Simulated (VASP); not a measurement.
# GaS (P6_3/mmc) in VASP: single point with PBE

Aim: the single point of GaS with PBE.

Everything below comes from runs of VASP 6.6.1. Logs are shortened: lines on timing, memory, paths and dates and some standing lists are left out, and cuts for length are marked.

## (1) The cell of the first run

Symmetry: P6_3/mmc, No. 194, hexagonal system. Conventional cell: a = 3.580 Å, b = 3.580 Å, c = 15.563 Å, α = 90.00°, β = 90.00°, γ = 120.00°. Within 3.1 Å of Ga (site symmetry 3m) lie 3 S at 2.33 Å and 1 Ga at 2.44 Å. Within 3.1 Å of S (site symmetry 3m) lie 3 Ga at 2.33 Å.

## (2) Single point, PBE, non-collinear spin, zero start, spin-orbit coupling

File INCAR:

```
SYSTEM = GaS
PREC = Accurate ; ENCUT = 500
EDIFF = 1E-6 ; ISMEAR = 0
SIGMA = 0.01 ; LREAL = .False.
LASPH = .True. ; NELM = 200
ALGO = Normal ; ISIF = 2
LWAVE = .False. ; LCHARG = .False.
MAGMOM = 0 0 0 0 0 0 0 0 0 0 0 0 0 0 0 0 0 0 0 0 0 0 0 0 ; LORBIT = 11
LSORBIT = .True. ; GGA_COMPAT = .False.
LORBMOM = .True. ; GGA = PE
NBANDS = 94 ; KPAR = 4
```

File KPOINTS:

```
Automatic mesh
0
Gamma
  12 12 2
  0 0 0
```

File POSCAR:

```
GaS
1.0
    3.5795059751      0.0000000000      0.0000000000
   -1.7897529876      3.0999431075      0.0000000000
    0.0000000000      0.0000000000     15.5631241186
Ga S
4 4
Direct
    0.3333333333      0.6666666667      0.1716952313
    0.6666666667      0.3333333333      0.6716952313
    0.3333333333      0.6666666667      0.3283047687
    0.6666666667      0.3333333333      0.8283047687
    0.3333333333      0.6666666667      0.6028569202
    0.6666666667      0.3333333333      0.1028569202
    0.3333333333      0.6666666667      0.8971430798
    0.6666666667      0.3333333333      0.3971430798
```

Potentials or basis: VASP PAW PBE potentials, release 64 (Ga_d, S).

Started as:

```bash
> cat potpaw_PBE.64/Ga_d/POTCAR potpaw_PBE.64/S/POTCAR > POTCAR
> mpirun -np 4 vasp_ncl > vasp.out
```

OUTCAR:

```text
SYSTEM = GaS
   PREC = Accurate
   ENCUT = 500
   EDIFF = 1E-6
   ISMEAR = 0
   LREAL = .False.
   LASPH = .True.
   NELM = 200
   ISIF = 2
   LORBIT = 11
   LSORBIT = .True.
   GGA = PE

 ion  position               nearest neighbor table
   1  0.333  0.667  0.172-   6 2.33   6 2.33   6 2.33   3 2.44
   2  0.667  0.333  0.672-   5 2.33   5 2.33   5 2.33   4 2.44
   3  0.333  0.667  0.328-   8 2.33   8 2.33   8 2.33   1 2.44
   4  0.667  0.333  0.828-   7 2.33   7 2.33   7 2.33   2 2.44
   5  0.333  0.667  0.603-   2 2.33   2 2.33   2 2.33
   6  0.667  0.333  0.103-   1 2.33   1 2.33   1 2.33
   7  0.333  0.667  0.897-   4 2.33   4 2.33   4 2.33
   8  0.667  0.333  0.397-   3 2.33   3 2.33   3 2.33

  LATTYP: Found a hexagonal cell.
 ALAT       =     3.5795059751
 C/A-ratio  =     4.3478413577

  Lattice vectors:

 A1 = (   3.5795059751,   0.0000000000,   0.0000000000)
 A2 = (  -1.7897529876,   3.0999431075,   0.0000000000)
 A3 = (   0.0000000000,   0.0000000000,  15.5631241186)

Analysis of symmetry for initial positions (statically):
=====================================================================
 Subroutine PRICEL returns:
 Original cell was already a primitive cell.

 Routine SETGRP: Setting up the symmetry group for a
 hexagonal supercell.

 Subroutine GETGRP returns: Found 24 space group operations
 (whereof 12 operations were pure point group operations)
 out of a pool of 24 trial point group operations.

The static configuration has the point symmetry D_3d.
 The point group associated with its full space group is D_6h.

Analysis of symmetry for dynamics (positions and initial velocities):
=====================================================================
 Subroutine PRICEL returns:
 Original cell was already a primitive cell.

 Routine SETGRP: Setting up the symmetry group for a
 hexagonal supercell.

 Subroutine GETGRP returns: Found 24 space group operations
 (whereof 12 operations were pure point group operations)
 out of a pool of 24 trial point group operations.

The dynamic configuration has the point symmetry D_3d.
 The point group associated with its full space group is D_6h.

Analysis of structural, dynamic, and magnetic symmetry:
=====================================================================
 Subroutine PRICEL returns:
 Original cell was already a primitive cell.

 Routine SETGRP: Setting up the symmetry group for a
 hexagonal supercell.

 Subroutine GETGRP returns: Found 24 space group operations
 (whereof 12 operations were pure point group operations)
 out of a pool of 24 trial point group operations.

The overall configuration has the point symmetry D_3d.
 The point group associated with its full space group is D_6h.

 Subroutine INISYM returns: Found 24 space group operations
 (whereof 12 operations are pure point group operations),
 and found     1 'primitive' translations

----------------------------------------------------------------------------------------

                                     Primitive cell

  volume of cell :     172.6925

  direct lattice vectors                    reciprocal lattice vectors
     3.579505975  0.000000000  0.000000000     0.279368161  0.161293283  0.000000000
    -1.789752988  3.099943108  0.000000000     0.000000000  0.322586565  0.000000000
     0.000000000  0.000000000 15.563124119     0.000000000  0.000000000  0.064254451

  length of vectors
     3.579505975  3.579505975 15.563124119     0.322586565  0.322586565  0.064254451

  position of ions in fractional coordinates (direct lattice)
     0.333333333  0.666666667  0.171695231
     0.666666667  0.333333333  0.671695231
     0.333333333  0.666666667  0.328304769
     0.666666667  0.333333333  0.828304769
     0.333333333  0.666666667  0.602856920
     0.666666667  0.333333333  0.102856920
     0.333333333  0.666666667  0.897143080
     0.666666667  0.333333333  0.397143080

  ion indices of the primitive-cell ions
   primitive index   ion index
                 1           1
                 2           2
[... 2333 lines left out ...]
  Total        3.3271786      3.3271786      3.5078944     -0.0000000      0.0000000      0.0000000
  in kB       30.8683278     30.8683278     32.5449421     -0.0000000      0.0000000      0.0000000
  external PRESSURE =      31.4271992 kB  Pullay stress =       0.0000000 kB

 VOLUME and BASIS-vectors are now :
 -----------------------------------------------------------------------------
  energy-cutoff  :      500.00
  volume of cell :      172.69
      direct lattice vectors                 reciprocal lattice vectors
     3.579505975  0.000000000  0.000000000     0.279368161  0.161293283  0.000000000
    -1.789752988  3.099943108  0.000000000     0.000000000  0.322586565  0.000000000
     0.000000000  0.000000000 15.563124119     0.000000000  0.000000000  0.064254451

 POSITION                                       TOTAL-FORCE (eV/Angst)
 -----------------------------------------------------------------------------------
     -0.00000      2.06663      2.67211         0.000000     -0.000000      0.105903
      1.78975      1.03331     10.45368        -0.000000      0.000000      0.105903
     -0.00000      2.06663      5.10945         0.000000     -0.000000     -0.105903
      1.78975      1.03331     12.89101        -0.000000      0.000000     -0.105903
     -0.00000      2.06663      9.38234         0.000000      0.000000     -0.226402
      1.78975      1.03331      1.60078         0.000000      0.000000     -0.226402
     -0.00000      2.06663     13.96235         0.000000     -0.000000      0.226402
      1.78975      1.03331      6.18079         0.000000      0.000000      0.226402
 -----------------------------------------------------------------------------------
    total drift:                                0.000000      0.000000      0.000000

  FREE ENERGIE OF THE ION-ELECTRON SYSTEM (eV)
  ---------------------------------------------------
  free  energy   TOTEN  =       -33.2333120481 eV

  energy  without entropy=      -33.2333120481  energy(sigma->0) =      -33.23331205

 orbital moment (x)

 # of ion     p       d       tot
 ----------------------------------------
  1         0.000   0.000   0.000
  2        -0.000  -0.000  -0.000
  3        -0.000  -0.000  -0.000
  4         0.000   0.000   0.000
  5        -0.000   0.000  -0.000
  6         0.000   0.000   0.000
  7         0.000   0.000   0.000
  8        -0.000   0.000  -0.000
 ----------------------------------------
            0.000  -0.000   0.000

 orbital moment (y)

 # of ion     p       d       tot
 ----------------------------------------
  1         0.000   0.000   0.000
  2        -0.000   0.000  -0.000
  3        -0.000   0.000  -0.000
  4         0.000  -0.000   0.000
  5         0.000   0.000   0.000
  6        -0.000   0.000  -0.000
  7        -0.000   0.000  -0.000
  8         0.000   0.000   0.000
 ----------------------------------------
           -0.000   0.000  -0.000

 orbital moment (z)

 # of ion     p       d       tot
 ----------------------------------------
  1         0.000   0.000   0.000
  2         0.000   0.000   0.000
  3         0.000   0.000   0.000
  4         0.000   0.000   0.000
  5         0.000   0.000   0.000
  6         0.000   0.000   0.000
  7         0.000   0.000   0.000
  8         0.000   0.000   0.000
 ----------------------------------------
            0.000   0.000   0.000

 Spin-Orbit-Coupling matrix elements

 Ion:    1  E_soc:     -0.0111715
 l=   1
     0.0000000    -0.0010732    -0.0009227
    -0.0010732     0.0000000    -0.0010732
    -0.0009227    -0.0010732     0.0000000
 l=   2
     0.0000000    -0.0001665     0.0000000    -0.0001665    -0.0006693
    -0.0001665     0.0000000    -0.0005087    -0.0001639    -0.0001665
     0.0000000    -0.0005087     0.0000000    -0.0005087     0.0000000
    -0.0001665    -0.0001639    -0.0005087     0.0000000    -0.0001665
    -0.0006693    -0.0001665     0.0000000    -0.0001665     0.0000000
 l=   3
     0.0000000     0.0000000     0.0000000     0.0000000     0.0000000     0.0000000     0.0000000
     0.0000000     0.0000000     0.0000000     0.0000000     0.0000000     0.0000000     0.0000000
     0.0000000     0.0000000     0.0000000     0.0000000     0.0000000     0.0000000     0.0000000
     0.0000000     0.0000000     0.0000000     0.0000000     0.0000000     0.0000000     0.0000000
[... 129 lines left out ...]
 l=   2
     0.0000000     0.0000000     0.0000000     0.0000000     0.0000000
     0.0000000     0.0000000     0.0000000     0.0000000     0.0000000
     0.0000000     0.0000000     0.0000000     0.0000000     0.0000000
     0.0000000     0.0000000     0.0000000     0.0000000     0.0000000
     0.0000000     0.0000000     0.0000000     0.0000000     0.0000000
 l=   3
     0.0000000     0.0000000     0.0000000     0.0000000     0.0000000     0.0000000     0.0000000
     0.0000000     0.0000000     0.0000000     0.0000000     0.0000000     0.0000000     0.0000000
     0.0000000     0.0000000     0.0000000     0.0000000     0.0000000     0.0000000     0.0000000
     0.0000000     0.0000000     0.0000000     0.0000000     0.0000000     0.0000000     0.0000000
     0.0000000     0.0000000     0.0000000     0.0000000     0.0000000     0.0000000     0.0000000
     0.0000000     0.0000000     0.0000000     0.0000000     0.0000000     0.0000000     0.0000000
     0.0000000     0.0000000     0.0000000     0.0000000     0.0000000     0.0000000     0.0000000

 total charge

# of ion       s       p       d       tot
------------------------------------------
    1        0.876   0.782  10.019  11.677
    2        0.876   0.782  10.019  11.677
    3        0.876   0.782  10.019  11.677
    4        0.876   0.782  10.019  11.677
    5        1.347   2.387   0.000   3.734
    6        1.347   2.387   0.000   3.734
    7        1.347   2.387   0.000   3.734
    8        1.347   2.387   0.000   3.734
--------------------------------------------------
tot          8.891  12.676  40.075  61.642

 magnetization (x)

# of ion       s       p       d       tot
------------------------------------------
    1        0.000  -0.000  -0.000  -0.000
    2        0.000   0.000   0.000   0.000
    3        0.000   0.000   0.000   0.000
    4       -0.000  -0.000  -0.000  -0.000
    5       -0.000   0.000   0.000   0.000
    6        0.000  -0.000   0.000  -0.000
    7        0.000  -0.000   0.000  -0.000
    8       -0.000   0.000   0.000   0.000
--------------------------------------------------
tot         -0.000  -0.000  -0.000  -0.000

 magnetization (y)

# of ion       s       p       d       tot
------------------------------------------
    1        0.000   0.000  -0.000  -0.000
    2        0.000  -0.000   0.000  -0.000
    3        0.000   0.000   0.000   0.000
    4        0.000   0.000  -0.000   0.000
    5        0.000   0.000   0.000   0.000
    6        0.000   0.000   0.000   0.000
    7        0.000  -0.000   0.000  -0.000
    8        0.000   0.000   0.000   0.000
--------------------------------------------------
tot          0.000   0.000  -0.000   0.000

 magnetization (z)

# of ion       s       p       d       tot
------------------------------------------
    1        0.000   0.000   0.000   0.000
    2        0.000   0.000   0.000   0.000
    3        0.000   0.000   0.000   0.000
    4        0.000   0.000   0.000   0.000
    5        0.000   0.000   0.000   0.000
    6        0.000   0.000   0.000   0.000
    7        0.000   0.000   0.000   0.000
    8        0.000   0.000   0.000   0.000
--------------------------------------------------
tot          0.000   0.000   0.000   0.000
```

Wall time 6.2 min (4 MPI ranks of Oxide Virtual Turin-like, shared host); peak memory 1.1 GiB.

What came out:

| Property | Result |
| --- | --- |
| Free energy | -33.2333 eV |
| Pressure | 3.1 GPa |
| Largest force | 0.226 eV/Å |
| Net moment | 0.00 μB per cell |
| Valence electrons inside the program's atomic spheres | Ga 11.68; S 3.73 |

Forces in eV/Å, atoms in the order of the input:
```
Ga   0.000  0.000  0.106
Ga   0.000  0.000  0.106
Ga   0.000  0.000 -0.106
Ga   0.000  0.000 -0.106
S    0.000  0.000 -0.226
S    0.000  0.000 -0.226
S    0.000  0.000  0.226
S    0.000  0.000  0.226
```

Moments on the atoms (μB; x, y, z):
```
Ga  0.00 0.00 0.00
Ga  0.00 0.00 0.00
Ga  0.00 0.00 0.00
Ga  0.00 0.00 0.00
S   0.00 0.00 0.00
S   0.00 0.00 0.00
S   0.00 0.00 0.00
S   0.00 0.00 0.00
```

Caveat: the cell stands under pressure; this functional lacks dispersion, which binds layers or chains, so the pressure and a relaxed spacing across them are unreliable.
